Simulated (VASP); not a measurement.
A run of VASP 6.6.1:

Contents of INCAR:

```
SYSTEM = Sb
PREC = Accurate
ENCUT = 500
EDIFF = 1E-7
ISMEAR = 0
SIGMA = 0.05
LREAL = .FALSE.
LASPH = .TRUE.
NELM = 120
ALGO = Normal
ISIF = 3
LWAVE = .FALSE.
LCHARG = .FALSE.
GGA = PS
IBRION = 2
NSW = 80
EDIFFG = -0.03
GGA_COMPAT = .FALSE.
NELMIN = 4
```

KPOINTS

```
regular mesh
0
G
  10 10 10
  0 0 0
```

POSCAR

```
Sb
1.0
   -1.7250000000      1.7250000000      1.7250000000
    1.7250000000     -1.7250000000      1.7250000000
    1.7250000000      1.7250000000     -1.7250000000
Sb
1
Direct
    0.0000000000      0.0000000000      0.0000000000
```

Potentials or basis: VASP PAW PBE potentials, release 64 (Sb).

Command:

```bash
$ cat potpaw_PBE.64/Sb/POTCAR > POTCAR
$ mpirun -np 1 vasp_std > vasp.out
```

Hardware: 1 thread of Intel Xeon 8259CL, on a shared host.

Estimate the wall time of this run.

It took 29 s on 1 thread of Intel Xeon 8259CL (shared host), peak memory 0.11 GiB. Counts: scf iterations 36, k points 47, ion steps 4.
